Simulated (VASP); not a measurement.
# W (Im-3m) in VASP: a series of runs

The runs below take W through single point, with PBE.

All numbers are computed with VASP 6.6.1; they aren't measurements. Logs are shortened: lines on timing, memory, paths and dates and some standing lists are left out, and cuts for length are marked.

### Step 1. The cell of the first run

The structure is cubic, space group Im-3m (No. 229). Conventional cell: a = 3.151 Å, b = 3.151 Å, c = 3.151 Å, α = 90.00°, β = 90.00°, γ = 90.00°. W (site symmetry m-3m) has 14 W at 2.73 to 3.15 Å within 3.6 Å.

### Step 2. Single point, PBE (volume scaled by 0.97)

INCAR

```
ALGO = Normal
EDIFF = 1E-6
ENCUT = 500
GGA = PE
GGA_COMPAT = F
ISIF = 2
ISMEAR = 0
LASPH = T
LCHARG = F
LREAL = F
LWAVE = F
NBANDS = 13
NELM = 120
PREC = Accurate
SIGMA = 0.1
```

KPOINTS

```
k-points
0
Gamma
  18 18 18
```

POSCAR

```
W
1.0
   -1.5756980307      1.5756980307      1.5756980307
    1.5756980307     -1.5756980307      1.5756980307
    1.5756980307      1.5756980307     -1.5756980307
W
1
Direct
    0.0000000000      0.0000000000      0.0000000000
```

Potentials or basis: VASP PAW PBE potentials, release 64 (W_sv).

On the command line:

```sh
$ cat potpaw_PBE.64/W_sv/POTCAR > POTCAR
$ mpirun -np 1 vasp_std > vasp.out
```

OUTCAR:

```text
EDIFF = 1E-6
   ENCUT = 500
   GGA = PE
   ISIF = 2
   ISMEAR = 0
   LASPH = T
   LREAL = F
   NELM = 120
   PREC = Accurate

 ion  position               nearest neighbor table
   1  0.000  0.000  0.000-

  LATTYP: Found a body centered cubic cell.
 ALAT       =     3.1513960614

  Lattice vectors:

 A1 = (  -1.5756980307,   1.5756980307,   1.5756980307)
 A2 = (   1.5756980307,  -1.5756980307,   1.5756980307)
 A3 = (   1.5756980307,   1.5756980307,  -1.5756980307)

Analysis of symmetry for initial positions (statically):
=====================================================================
 Subroutine PRICEL returns:
 Original cell was already a primitive cell.

 Routine SETGRP: Setting up the symmetry group for a
 body centered cubic supercell.

 Subroutine GETGRP returns: Found 48 space group operations
 (whereof 48 operations were pure point group operations)
 out of a pool of 48 trial point group operations.

The static configuration has the point symmetry O_h .

Analysis of symmetry for dynamics (positions and initial velocities):
=====================================================================
 Subroutine PRICEL returns:
 Original cell was already a primitive cell.

 Routine SETGRP: Setting up the symmetry group for a
 body centered cubic supercell.

 Subroutine GETGRP returns: Found 48 space group operations
 (whereof 48 operations were pure point group operations)
 out of a pool of 48 trial point group operations.

The dynamic configuration has the point symmetry O_h .

 Subroutine INISYM returns: Found 48 space group operations
 (whereof 48 operations are pure point group operations),
 and found     1 'primitive' translations

----------------------------------------------------------------------------------------

                                     Primitive cell

  volume of cell :      15.6487

  direct lattice vectors                    reciprocal lattice vectors
    -1.575698031  1.575698031  1.575698031     0.000000000  0.317319683  0.317319683
     1.575698031 -1.575698031  1.575698031     0.317319683  0.000000000  0.317319683
     1.575698031  1.575698031 -1.575698031     0.317319683  0.317319683  0.000000000

  length of vectors
     2.729189047  2.729189047  2.729189047     0.448757800  0.448757800  0.448757800

  position of ions in fractional coordinates (direct lattice)
     0.000000000  0.000000000  0.000000000

  ion indices of the primitive-cell ions
   primitive index   ion index
                 1           1

----------------------------------------------------------------------------------------

 KPOINTS: k-points

Automatic generation of k-mesh.
 Grid dimensions read from file:
 generate k-points for:   18   18   18

 Generating k-lattice:

  Cartesian coordinates                     Fractional coordinates (reciprocal lattice)
     0.000000000  0.017628871  0.017628871     0.055555556  0.000000000  0.000000000
     0.017628871  0.000000000  0.017628871     0.000000000  0.055555556  0.000000000
     0.017628871  0.017628871  0.000000000     0.000000000  0.000000000  0.055555556

  Length of vectors
     0.024930989  0.024930989  0.024930989

  Shift w.r.t. Gamma in fractional coordinates (k-lattice)
     0.000000000  0.000000000  0.000000000

 Subroutine IBZKPT returns following result:
 ===========================================

 Found    195 irreducible k-points:

 Following reciprocal coordinates:
            Coordinates               Weight
  0.000000  0.000000  0.000000      1.000000
  0.055556  0.000000  0.000000     12.000000
  0.111111  0.000000  0.000000     12.000000
  0.166667  0.000000  0.000000     12.000000
  0.222222  0.000000  0.000000     12.000000
  0.277778  0.000000  0.000000     12.000000
[... 16 lines left out ...]
  0.333333  0.111111 -0.000000     48.000000
  0.388889  0.111111  0.000000     48.000000
 [... further k-points ...]
   k-points           NKPTS =    195   k-points in BZ     NKDIM =    195   number of bands    NBANDS=     13
   number of dos      NEDOS =    301   number of ions     NIONS =      1
   total plane-waves  NPLWV =   8000
   dimension x,y,z NGX =    20 NGY =   20 NGZ =   20
   dimension x,y,z NGXF=    40 NGYF=   40 NGZF=   40
   ions per type =               1
   NGX,Y,Z   is equivalent  to a cutoff of  12.18, 12.18, 12.18 a.u.
   NGXF,Y,Z  is equivalent  to a cutoff of  24.37, 24.37, 24.37 a.u.
 SYSTEM =  unknown system
   PREC   = accura    normal or accurate (medium, high low for compatibility)
   ISTART =      0    job   : 0-new  1-cont  2-samecut
   ICHARG =      2    charge: 1-file 2-atom 10-const
   ISPIN  =      1    spin polarized calculation?
   LNONCOLLINEAR =      F non collinear calculations
   LSORBIT =      F    spin-orbit coupling
   LASPH  =      T    aspherical Exc in radial PAW
   ENCUT  =  500.0 eV  36.75 Ry    6.06 a.u.   4.98  4.98  4.98*2*pi/ulx,y,z
   NELM   =    120;   NELMIN=  2; NELMDL= -5     # of ELM steps
   EDIFF  = 0.1E-05   stopping-criterion for ELM
   LREAL  =      F    real-space projection
   EDIFFG = 0.1E-04   stopping-criterion for IOM
   NSW    =      0    number of steps for IOM
   IBRION =     -1    ionic relax: 0-MD 1-quasi-New 2-CG
   NFREE  =      0    steps in history (QN), initial steepest desc. (CG)
   ISIF   =      2    stress and relaxation
   ISYM   =      2    0-nonsym 1-usesym 2-fastsym
   POTIM  = 0.5000    time-step for ionic-motion
   TEBEG  =    0.0;   TEEND  =   0.0 temperature during run
   PSTRESS=    0.0 pullay stress
   NELECT =      14.0000    total number of electrons
   NUPDOWN=      -1.0000    fix difference up-down
   EMIN   =  10.00;   EMAX   =-10.00  energy-range for DOS
   EFERMI =   0.00;   METHOD = LEGACY
   ISMEAR =     0;   SIGMA  =   0.10  broadening in eV -4-tet -1-fermi 0-gaus
   EFERMI_NEDOS =   21; number of points for ismear=-14 and -15
   IALGO  =     38    algorithm
   IMIX   =      4    mixing-type and parameters
     AMIX     =   0.40;   BMIX     =  1.00
     AMIX_MAG =   1.60;   BMIX_MAG =  1.00
  volume/ion in A,a.u.               =      15.65       105.60
  Fermi-wavevector in a.u.,A,eV,Ry     =   1.577458  2.980964 33.856388  2.488374
  Thomas-Fermi vector in A             =   2.678137
   LORBIT       =      0    0 simple, 1 ext, 2 COOP (PROOUT), +10 PAW based schemes
   GGA     = PE    functional components
   LHFCALC =     F    Hartree Fock is set to
   AEXX    =    0.0000 exact exchange contribution
   IVDW    =     0    specifies the selected vdW correction
   LEPSILON=     F    determine dielectric tensor
   LRPA    =     F    only Hartree local field effects (RPA)
 non-spin polarized calculation
 Gauss-broadening in eV      SIGMA  =   0.10
  energy-cutoff  :      500.00
  volume of cell :       15.65
 maximum number of plane-waves:       418
   NGX =  9   NGY =  9   NGZ =  9

 number of electron      14.0000005 magnetization

 Free energy of the ion-electron system (eV)
  ---------------------------------------------------
  ext. energy  EPLUGINS =         0.00000000
  ---------------------------------------------------
  free energy    TOTEN  =       -12.93450098 eV

  energy without entropy =      -12.93108978  energy(sigma->0) =      -12.93279538

 E-fermi :  11.6270     XC(G=0): -13.7137

 val. band max:       11.6246303794   @ k =  -0.2778   0.3333   0.2222
 cond. band min:      11.6378428452   @ k =   0.5000   0.5000   0.2222
 fundamental gap:      0.0132124658
 Fermi energy:        11.6269513403

 k-point     1 :       0.0000    0.0000    0.0000
  band No.  band energies     occupation
      1     -62.5324      2.00000
      2     -26.0749      2.00000
      3     -26.0749      2.00000
      4     -26.0749      2.00000
      5       1.9226      2.00000
      6      10.3821      2.00000
      7      10.3821      2.00000
      8      10.3821      2.00000
      9      13.9250      0.00000
     10      13.9250      0.00000
     11      26.1771      0.00000
     12      26.1771      0.00000
     13      26.1771      0.00000

 k-point     2 :       0.0556    0.0000    0.0000
  band No.  band energies     occupation
      1     -62.5281      2.00000
      2     -26.1189      2.00000
      3     -26.0886      2.00000
      4     -26.0752      2.00000
      5       2.0750      2.00000
      6      10.2884      2.00000
      7      10.3612      2.00000
      8      10.5290      2.00000
      9      13.7724      0.00000
     10      13.9255      0.00000
     11      26.3094      0.00000
     12      26.4360      0.00000
     13      26.5586      0.00000

 k-point     3 :       0.1111    0.0000    0.0000
  band No.  band energies     occupation
      1     -62.5159      2.00000
      2     -26.2443      2.00000
      3     -26.1277      2.00000
      4     -26.0758      2.00000
      5       2.5147      2.00000
      6      10.0298      2.00000
      7      10.2707      2.00000
      8      10.9650      2.00000
      9      13.4471      0.00000
     10      13.9344      0.00000
     11      26.6431      0.00000
     12      27.1884      0.00000
     13      27.5343      0.00000
[... 305 lines left out ...]
 k-point    23 :       0.3333    0.1111   -0.0000
  band No.  band energies     occupation
      1     -62.4019      2.00000
      2     -27.2439      2.00000
      3     -26.5022      2.00000
      4     -26.1408      2.00000
      5       5.7323      2.00000
      6       8.3021      2.00000
      7      10.3161      2.00000
      8      13.6104      0.00000
      9      14.8214      0.00000
     10      17.1132      0.00000
     11      23.8109      0.00000
     12      25.1025      0.00000
     13      29.6783      0.00000

 k-point    24 :       0.3889    0.1111    0.0000
  band No.  band energies     occupation
      1     -62.3902      2.00000
      2     -27.3358      2.00000
      3     -26.5476      2.00000
      4     -26.1424      2.00000
      5       5.7195      2.00000
      6       8.1583      2.00000
      7      11.0605      2.00000
      8      13.6983      0.00000
      9      15.0573      0.00000
     10      18.1785      0.00000
     11      22.7430      0.00000
     12      24.2695      0.00000
     13      28.6501      0.00000

 [... further k-points ...]
[... 5 lines left out ...]
  --------------------------------------------------------------------------------------
  -------------------------------------------------------------------------------------
  Total        1.0294584      1.0294584      1.0294584      0.0000000     -0.0000000      0.0000000
  in kB      105.3999519    105.3999519    105.3999519      0.0000000     -0.0000000      0.0000000
  external PRESSURE =     105.3999519 kB  Pullay stress =       0.0000000 kB

 VOLUME and BASIS-vectors are now :
 -----------------------------------------------------------------------------
  energy-cutoff  :      500.00
  volume of cell :       15.65
      direct lattice vectors                 reciprocal lattice vectors
    -1.575698031  1.575698031  1.575698031     0.000000000  0.317319683  0.317319683
     1.575698031 -1.575698031  1.575698031     0.317319683  0.000000000  0.317319683
     1.575698031  1.575698031 -1.575698031     0.317319683  0.317319683  0.000000000

 POSITION                                       TOTAL-FORCE (eV/Angst)
 -----------------------------------------------------------------------------------
      0.00000      0.00000      0.00000        -0.000000      0.000000      0.000000
 -----------------------------------------------------------------------------------
    total drift:                                0.000000     -0.000000     -0.000000

  FREE ENERGIE OF THE ION-ELECTRON SYSTEM (eV)
  ---------------------------------------------------
  free  energy   TOTEN  =       -12.9345009815 eV

  energy  without entropy=      -12.9310897829  energy(sigma->0) =      -12.93279538
```

It took 14 s on 1 thread of AMD EPYC 9R45 (Zen 5), shared host; peak memory 0.12 GiB.

What came out:

- Free energy: -12.9345 eV
- Pressure: 10.5 GPa
- Band gap on the k mesh: zero (band 7 reaches 16.89 eV, above the bottom of band 8 at 10.38 eV)

Caveat: spin-orbit coupling is left out, which moves the levels of the heavy elements.

### Step 3. Single point, PBE (volume scaled by 1.03)

INCAR

```
ALGO     = Normal         # electronic algorithm
EDIFF    = 1E-6           # SCF threshold, eV
ENCUT    = 500            # plane-wave cutoff, eV
GGA      = PE             # functional
GGA_COMPAT= False        
ISIF     = 2              # what is computed and relaxed
ISMEAR   = 0              # smearing method
LASPH    = True           # aspherical terms in the spheres
LCHARG   = False          # write CHGCAR
LREAL    = False          # projectors in reciprocal space
LWAVE    = False          # write WAVECAR
NBANDS   = 13             # bands
NELM     = 120            # most SCF steps
PREC     = Accurate       # precision mode
SIGMA    = 0.1            # smearing width, eV
```

KPOINTS is that of step 2.

POSCAR

```
W
1.0
   -1.6075388928      1.6075388928      1.6075388928
    1.6075388928     -1.6075388928      1.6075388928
    1.6075388928      1.6075388928     -1.6075388928
W
1
Direct
    0.0000000000      0.0000000000      0.0000000000
```

Potentials or basis: VASP PAW PBE potentials, release 64 (W_sv).

On the command line:

```sh
$ cat potpaw_PBE.64/W_sv/POTCAR > POTCAR
$ mpirun -np 1 vasp_std > vasp.out
```

Wall time 14 s (1 thread of AMD EPYC 9R45 (Zen 5), shared host); peak memory 0.12 GiB.

The run converged. Its results:

```yaml
Free_energy: -12.9396 eV
Pressure: -8.1 GPa
Band_gap_on_the_k_mesh: zero (band 7 reaches 15.61 eV, above the bottom of band 8 at 9.62 eV)
```

Levels at points of the mesh, in eV from the Fermi level:
```csv
k point,band 5,band 6,band 7,band 8,band 9,band 10
"(0.00, 0.00, 0.00)",-9.37,-1.15,-1.15,-1.15,2.15,2.15
"(0.50, 0.00, 0.00)",-5.97,-3.34,0.53,2.02,2.94,5.74
"(0.50, 0.50, 0.50)",-5.46,-5.46,4.84,4.84,4.84,7.88
```

Caveat: spin-orbit coupling is left out, which moves the levels of the heavy elements.
